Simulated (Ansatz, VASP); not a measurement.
Ru3N2: VASP beside Ansatz

The input INCAR:

```
SYSTEM = Ru3N2
PREC = Accurate
ENCUT = 520
EDIFF = 1E-7
ISMEAR = 0
SIGMA = 0.1
LREAL = .False.
LASPH = .True.
NELM = 150
ALGO = Normal
ISIF = 2
LWAVE = .False.
LCHARG = .False.
ISPIN = 2
MAGMOM = 1 1 1 0 0
LORBIT = 11
LMAXMIX = 4
GGA = PE
NBANDS = 38
```

Contents of KPOINTS:

```
regular mesh
0
Gamma
  6 6 4
  0 0 0
```

POSCAR

```
Ru3N2
1.0
    3.3756525699      0.0000000000      0.0000000000
   -1.6878262849      2.9234008798      0.0000000000
    0.0000000000      0.0000000000      5.2519670693
Ru N
3 2
Direct
    0.0000000000      0.0000000000      0.0000000000
    0.3333333333      0.6666666667      0.6450000000
    0.6666666667      0.3333333333      0.3550000000
    0.3333333333      0.6666666667      0.2450000000
    0.6666666667      0.3333333333      0.7550000000
```

Input for Ansatz:

```yaml
crystal:
  lattice:
    - [3.3756525699, 0.0, 0.0]
    - [-1.6878262849, 2.9234008798, 0.0]
    - [0.0, 0.0, 5.2519670693]
  atoms:
    - { symbol: Ru, position: [0.0, 0.0, 0.0], spin: 1.0 }
    - { symbol: Ru, position: [0.3333333333, 0.6666666667, 0.645], spin: 1.0 }
    - { symbol: Ru, position: [0.6666666667, 0.3333333333, 0.355], spin: 1.0 }
    - { symbol: "N", position: [0.3333333333, 0.6666666667, 0.245] }
    - { symbol: "N", position: [0.6666666667, 0.3333333333, 0.755] }
basis:
  ecutwfc: 420
kpoints:
  mp_grid: { grid: [6, 6, 4] }
hamiltonian:
  xc: pbe
scf:
  occupations: { method: gaussian, width: 0.1 }
  lower_state_search: "off"
output:
  forces: true
  stress: true
  eigenvalues: true
  populations: true
magnetization:
  spin_polarized: true
```

Alike in both runs: task single point; functional PBE; k mesh 6 × 6 × 4; occupations gaussian, width 0.1 eV; collinear spin.

|  | VASP | Ansatz |
| --- | --- | --- |
| version | VASP 6.6.1 | Ansatz 0.2.0 |
| potentials or method | VASP PAW PBE potentials, release 64 (Ru_pv, N), cutoff 520 eV | scalar-relativistic, plane waves, PAW |
| valence electrons in the cell | 52 | 58 |

```tsv
	VASP	Ansatz	Ansatz less VASP
gap on the k mesh at the Fermi level (eV)	none	none	-
rms of the force components (eV/Å)	1.284	1.269	-0.0146
net moment per atom (μB)	0.00	0.00	0.000
```

Atom by atom the forces differ by 0.016 eV/Å (rms over components). A gap of «none» marks a metal or a gap that the smearing closes. VASP's potentials hold 52 valence electrons a cell and Ansatz's 58, so a difference there can come from the potentials and not from the codes. Ansatz's warnings: seeded moment not kept.
